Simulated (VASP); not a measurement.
# TiS2 (P-3m1) in VASP: settings compared, part 2 of 2

VASP 6.6.1. Earlier steps stand in the parts before.

### 3 Single point, r2SCAN+rVV10

POSCAR

```
TiS2
1.0
    3.4106015668      0.0000000000      0.0000000000
   -1.7053007834      2.9536675990      0.0000000000
    0.0000000000      0.0000000000      5.7387203108
Ti S
1 2
Direct
    0.0000000000      0.0000000000      0.0000000000
    0.3333333333      0.6666666667      0.2449123130
    0.6666666667      0.3333333333      0.7550876870
```

INCAR.step1

```
SYSTEM = TiS2
ALGO = Normal ; EDIFF = 1E-5
ENCUT = 550 ; GGA = PE
GGA_COMPAT = .False. ; ISMEAR = -1
LASPH = .True. ; LCHARG = .False.
LREAL = .False. ; LWAVE = .True.
NBANDS = 19 ; NELM = 120
PREC = Accurate ; SIGMA = 0.02
```

INCAR.step2

```
SYSTEM = TiS2
ALGO = Normal ; BPARAM = 11.95
CPARAM = 0.0093 ; EDIFF = 1E-6
ENCUT = 550 ; GGA_COMPAT = .False.
ISIF = 2 ; ISMEAR = -1
ISTART = 1 ; IVDW_NL = 2
LASPH = .True. ; LCHARG = .True.
LELF = .True. ; LMIXTAU = .True.
LREAL = .False. ; LUSE_VDW = .True.
LVHAR = .True. ; LWAVE = .False.
METAGGA = R2SCAN ; NBANDS = 19
NELM = 120 ; PREC = Accurate
SIGMA = 0.02
```

KPOINTS

```
k-points
0
Gamma
  12 12 4
  0 0 0
```

Potentials or basis: VASP PAW PBE potentials, release 64 (Ti_sv, S).

Run with:

```
$ cat potpaw_PBE.64/Ti_sv/POTCAR potpaw_PBE.64/S/POTCAR > POTCAR
$ cp INCAR.step1 INCAR
$ mpirun -np 1 vasp_std > vasp.out
$ cp INCAR.step2 INCAR
$ mpirun -np 1 vasp_std > vasp.out
```

OUTCAR:

```text
SYSTEM = TiS2
   BPARAM = 11.95
   EDIFF = 1E-6
   ENCUT = 550
   ISIF = 2
   ISMEAR = -1
   ISTART = 1
   IVDW_NL = 2
   LASPH = .True.
   LREAL = .False.
   METAGGA = R2SCAN
   NELM = 120
   PREC = Accurate

 ion  position               nearest neighbor table
   1  0.000  0.000  0.000-   2 2.42   3 2.42   2 2.42   3 2.42   3 2.42   2 2.42
   2  0.333  0.667  0.245-   1 2.42   1 2.42   1 2.42
   3  0.667  0.333  0.755-   1 2.42   1 2.42   1 2.42

  LATTYP: Found a hexagonal cell.
 ALAT       =     3.4106015668
 C/A-ratio  =     1.6826123481

  Lattice vectors:

 A1 = (   3.4106015668,   0.0000000000,   0.0000000000)
 A2 = (  -1.7053007834,   2.9536675990,   0.0000000000)
 A3 = (   0.0000000000,   0.0000000000,   5.7387203108)

Analysis of symmetry for initial positions (statically):
=====================================================================
 Subroutine PRICEL returns:
 Original cell was already a primitive cell.

 Routine SETGRP: Setting up the symmetry group for a
 hexagonal supercell.

 Subroutine GETGRP returns: Found 12 space group operations
 (whereof 12 operations were pure point group operations)
 out of a pool of 24 trial point group operations.

The static configuration has the point symmetry D_3d.

Analysis of symmetry for dynamics (positions and initial velocities):
=====================================================================
 Subroutine PRICEL returns:
 Original cell was already a primitive cell.

 Routine SETGRP: Setting up the symmetry group for a
 hexagonal supercell.

 Subroutine GETGRP returns: Found 12 space group operations
 (whereof 12 operations were pure point group operations)
 out of a pool of 24 trial point group operations.

The dynamic configuration has the point symmetry D_3d.

 Subroutine INISYM returns: Found 12 space group operations
 (whereof 12 operations are pure point group operations),
 and found     1 'primitive' translations

----------------------------------------------------------------------------------------

                                     Primitive cell

  volume of cell :      57.8106

  direct lattice vectors                    reciprocal lattice vectors
     3.410601567  0.000000000  0.000000000     0.293203407  0.169281066  0.000000000
    -1.705300783  2.953667599  0.000000000     0.000000000  0.338562132  0.000000000
     0.000000000  0.000000000  5.738720311     0.000000000  0.000000000  0.174254877

  length of vectors
     3.410601567  3.410601567  5.738720311     0.338562132  0.338562132  0.174254877

  position of ions in fractional coordinates (direct lattice)
     0.000000000  0.000000000  0.000000000
     0.333333333  0.666666667  0.244912313
     0.666666667  0.333333333  0.755087687

  ion indices of the primitive-cell ions
   primitive index   ion index
                 1           1
                 2           2
                 3           3

----------------------------------------------------------------------------------------

 KPOINTS: k-points

Automatic generation of k-mesh.
 Grid dimensions read from file:
 generate k-points for:   12   12    4

 Generating k-lattice:

  Cartesian coordinates                     Fractional coordinates (reciprocal lattice)
     0.024433617  0.014106756  0.000000000     0.083333333 -0.000000000  0.000000000
     0.000000000  0.028213511  0.000000000     0.000000000  0.083333333  0.000000000
     0.000000000  0.000000000  0.043563719     0.000000000  0.000000000  0.250000000

  Length of vectors
     0.028213511  0.028213511  0.043563719

  Shift w.r.t. Gamma in fractional coordinates (k-lattice)
     0.000000000  0.000000000  0.000000000

 Subroutine IBZKPT returns following result:
 ===========================================

 Found     69 irreducible k-points:

 Following reciprocal coordinates:
            Coordinates               Weight
  0.000000  0.000000  0.000000      1.000000
  0.083333  0.000000  0.000000      6.000000
  0.166667 -0.000000  0.000000      6.000000
  0.250000  0.000000  0.000000      6.000000
  0.333333  0.000000  0.000000      6.000000
  0.416667  0.000000  0.000000      6.000000
[... 16 lines left out ...]
  0.166667 -0.000000  0.250000      6.000000
  0.000000  0.166667  0.250000      6.000000
 [... further k-points ...]
   k-points           NKPTS =     69   k-points in BZ     NKDIM =     69   number of bands    NBANDS=     19
   number of dos      NEDOS =    301   number of ions     NIONS =      3
   total plane-waves  NPLWV =  37632
   dimension x,y,z NGX =    28 NGY =   28 NGZ =   48
   dimension x,y,z NGXF=    56 NGYF=   56 NGZF=   96
   ions per type =               1   2
   NGX,Y,Z   is equivalent  to a cutoff of  13.65, 13.65, 13.91 a.u.
   NGXF,Y,Z  is equivalent  to a cutoff of  27.30, 27.30, 27.81 a.u.
 SYSTEM =  TiS2
   PREC   = accura    normal or accurate (medium, high low for compatibility)
   ISTART =      1    job   : 0-new  1-cont  2-samecut
   ICHARG =      0    charge: 1-file 2-atom 10-const
   ISPIN  =      1    spin polarized calculation?
   LNONCOLLINEAR =      F non collinear calculations
   LSORBIT =      F    spin-orbit coupling
   LASPH  =      T    aspherical Exc in radial PAW
   ENCUT  =  550.0 eV  40.42 Ry    6.36 a.u.   6.52  6.52 10.97*2*pi/ulx,y,z
   NELM   =    120;   NELMIN=  2; NELMDL=  0     # of ELM steps
   EDIFF  = 0.1E-05   stopping-criterion for ELM
   LREAL  =      F    real-space projection
   EDIFFG = 0.1E-04   stopping-criterion for IOM
   NSW    =      0    number of steps for IOM
   IBRION =     -1    ionic relax: 0-MD 1-quasi-New 2-CG
   NFREE  =      0    steps in history (QN), initial steepest desc. (CG)
   ISIF   =      2    stress and relaxation
   ISYM   =      2    0-nonsym 1-usesym 2-fastsym
   POTIM  = 0.5000    time-step for ionic-motion
   TEBEG  =    0.0;   TEEND  =   0.0 temperature during run
   PSTRESS=    0.0 pullay stress
   NELECT =      24.0000    total number of electrons
   NUPDOWN=      -1.0000    fix difference up-down
   EMIN   =  10.00;   EMAX   =-10.00  energy-range for DOS
   EFERMI =   0.00;   METHOD = LEGACY
   ISMEAR =    -1;   SIGMA  =   0.02  broadening in eV -4-tet -1-fermi 0-gaus
   EFERMI_NEDOS =   21; number of points for ismear=-14 and -15
   IALGO  =     38    algorithm
   IMIX   =      4    mixing-type and parameters
     AMIX     =   0.40;   BMIX     =  1.00
     AMIX_MAG =   1.60;   BMIX_MAG =  1.00
  volume/ion in A,a.u.               =      19.27       130.04
  Fermi-wavevector in a.u.,A,eV,Ry     =   1.221263  2.307853 20.292877  1.491484
  Thomas-Fermi vector in A             =   2.356452
   LORBIT       =      0    0 simple, 1 ext, 2 COOP (PROOUT), +10 PAW based schemes
   METAGGA = R2SCAN    functional components
   LHFCALC =     F    Hartree Fock is set to
   AEXX    =    0.0000 exact exchange contribution
   IVDW_NL    =     2    kernel type
   BPARAM     =11.9500
   IVDW    =     0    specifies the selected vdW correction
   LEPSILON=     F    determine dielectric tensor
   LRPA    =     F    only Hartree local field effects (RPA)
 non-spin polarized calculation
  energy-cutoff  :      550.00
  volume of cell :       57.81
 maximum number of plane-waves:      1726
 NGX is ok and might be reduce to    28
   NGX = 13   NGY = 13   NGZ = 21

 number of electron      24.0000002 magnetization

 Free energy of the ion-electron system (eV)
  ---------------------------------------------------
  ext. energy  EPLUGINS =         0.00000000
  ---------------------------------------------------
  free energy    TOTEN  =       -32.95618441 eV

  energy without entropy =      -32.95614373  energy(sigma->0) =      -32.95616407

 E-fermi :   5.2744     XC(G=0): -10.6460

 val. band max:        5.2036790859   @ k =   0.0000   0.0000   0.0000
 cond. band min:       5.3530454063   @ k =   0.5000   0.0000   0.5000
 fundamental gap:      0.1493663204
 Fermi energy:         5.2743714375

 k-point     1 :       0.0000    0.0000    0.0000
  band No.  band energies     occupation
      1     -54.8646      2.00000
      2     -30.0457      2.00000
      3     -29.9986      2.00000
      4     -29.9986      2.00000
      5      -9.1999      2.00000
      6      -7.4658      2.00000
[... 11 lines left out ...]
     18      11.8454      0.00000
     19      12.8193      0.00000
[... 485 lines left out ...]
 k-point    24 :       0.0000    0.1667    0.2500
  band No.  band energies     occupation
      1     -54.8615      2.00000
      2     -30.0391      2.00000
      3     -30.0321      2.00000
      4     -30.0062      2.00000
      5      -8.7474      2.00000
      6      -7.5989      2.00000
[... 11 lines left out ...]
     18      13.0560      0.00000
     19      14.3955      0.00000

 [... further k-points ...]
[... 5 lines left out ...]
  --------------------------------------------------------------------------------------
  -------------------------------------------------------------------------------------
  Total        0.0808500      0.0808500      0.0652294     -0.0000000      0.0000000      0.0000000
  in kB        2.2406960      2.2406960      1.8077842     -0.0000000      0.0000000      0.0000000
  external PRESSURE =       2.0963921 kB  Pullay stress =       0.0000000 kB

 VOLUME and BASIS-vectors are now :
 -----------------------------------------------------------------------------
  energy-cutoff  :      550.00
  volume of cell :       57.81
      direct lattice vectors                 reciprocal lattice vectors
     3.410601567  0.000000000  0.000000000     0.293203407  0.169281066  0.000000000
    -1.705300783  2.953667599  0.000000000     0.000000000  0.338562132  0.000000000
     0.000000000  0.000000000  5.738720311     0.000000000  0.000000000  0.174254877

 POSITION                                       TOTAL-FORCE (eV/Angst)
 -----------------------------------------------------------------------------------
      0.00000      0.00000      0.00000        -0.000000      0.000000      0.000000
     -0.00000      1.96911      1.40548        -0.000000      0.000000      0.019061
      1.70530      0.98456      4.33324         0.000000     -0.000000     -0.019061
 -----------------------------------------------------------------------------------
    total drift:                                0.000000     -0.000000     -0.000000

  FREE ENERGIE OF THE ION-ELECTRON SYSTEM (eV)
  ---------------------------------------------------
  free  energy   TOTEN  =       -32.9561844076 eV

  energy  without entropy=      -32.9561437272  energy(sigma->0) =      -32.95616407
```

It took 6 min on 1 thread of Intel Xeon Platinum 8259CL at 2.50GHz (Skylake/Cascade Lake), shared host; peak memory 0.39 GiB.

Results:

- Free energy: -32.9562 eV
- Pressure: 0.2 GPa
- Largest force: 0.019 eV/Å
- Band gap on the k mesh: 0.15 eV, indirect (least direct gap 0.64 eV)

Forces on the atoms (eV/Å):
```
Ti   0.000  0.000  0.000
S    0.000  0.000  0.019
S    0.000  0.000 -0.019
```

Caveat: the PAW data sets were made with another functional, which shifts forces and pressure a little.

### 4 Single point, r2SCAN

POSCAR is that of step 3.

INCAR.step1

```
PREC = Accurate ; ENCUT = 550
ISMEAR = -1 ; SIGMA = 0.02
LREAL = F ; LASPH = T
NELM = 120 ; NBANDS = 19
GGA = PE ; ALGO = Normal
EDIFF = 1E-5 ; LWAVE = T
LCHARG = F ; GGA_COMPAT = F
```

INCAR.step2

```
PREC = Accurate ; ENCUT = 550
EDIFF = 1E-6 ; ISMEAR = -1
SIGMA = 0.02 ; LREAL = F
LASPH = T ; NELM = 120
ALGO = Normal ; ISIF = 2
LWAVE = F ; LCHARG = F
METAGGA = R2SCAN ; LMIXTAU = T
NBANDS = 19 ; ISTART = 1
GGA_COMPAT = F
```

KPOINTS

```
regular mesh
0
Gamma
  12 12 4
```

Run with:

```
$ cat potpaw_PBE.64/Ti_sv/POTCAR potpaw_PBE.64/S/POTCAR > POTCAR
$ cp INCAR.step1 INCAR
$ mpirun -np 1 vasp_std > vasp.out
$ cp INCAR.step2 INCAR
$ mpirun -np 1 vasp_std > vasp.out
```

Run time: 5.5 min. Hardware: 1 thread of Intel Xeon Platinum 8259CL at 2.50GHz (Skylake/Cascade Lake), shared host; peak memory 0.24 GiB.

Results (log left out):

```
Free energy            : -33.4790 eV
Pressure               : 1.1 GPa
Largest force          : 0.030 eV/Å
Band gap on the k mesh : 0.16 eV, indirect (least direct gap 0.64 eV)
```

Forces on the atoms (eV/Å):
```
Ti   0.000  0.000  0.000
S    0.000  0.000 -0.030
S    0.000  0.000  0.030
```

Levels at points of the mesh, in eV from the valence-band top:
| k point | band 10 | band 11 | band 12 | band 13 | band 14 | band 15 |
| --- | --- | --- | --- | --- | --- | --- |
| (0.00, 0.00, 0.00) | -0.14 | 0.00 | 0.00 | 0.64 | 0.64 | 1.18 |
| (0.50, 0.00, 0.00) | -2.88 | -2.70 | -1.71 | 0.41 | 1.72 | 2.15 |
| (0.00, 0.00, 0.50) | -2.45 | -0.15 | -0.15 | 0.63 | 0.63 | 1.77 |
| (0.50, 0.00, 0.50) | -2.95 | -1.43 | -1.40 | 0.16 | 1.71 | 2.12 |

Caveat: the PAW data sets were made with another functional, which shifts forces and pressure a little. A k mesh can miss the band edges.

### 5 The runs side by side

| level | potentials or basis | cutoff (eV) | gap on the mesh (eV) | pressure (GPa) | largest force (eV/Å) |
| --- | --- | --- | --- | --- | --- |
| LDA | VASP PAW LDA potentials, release 64 (Ti_sv, S) | 500 | none | -5.0 | 0.20 |
| r2SCAN+rVV10 | VASP PAW PBE potentials, release 64 (Ti_sv, S) | 550 | 0.15 | 0.2 | 0.02 |
| r2SCAN | VASP PAW PBE potentials, release 64 (Ti_sv, S) | 550 | 0.16 | 1.1 | 0.03 |

Alike in all rows: task single point; no spin polarisation; cell a = 3.411, b = 3.411, c = 5.739 Å, angles 90.0, 90.0, 120.0°, 3 atoms; k mesh 12 × 12 × 4; smearing fermi-dirac 0.02 eV.

Caveats: the PAW data sets were made with another functional, which shifts forces and pressure a little (some runs).

Total energies depend on the potentials used, so only differences within one code and one set of settings carry meaning.
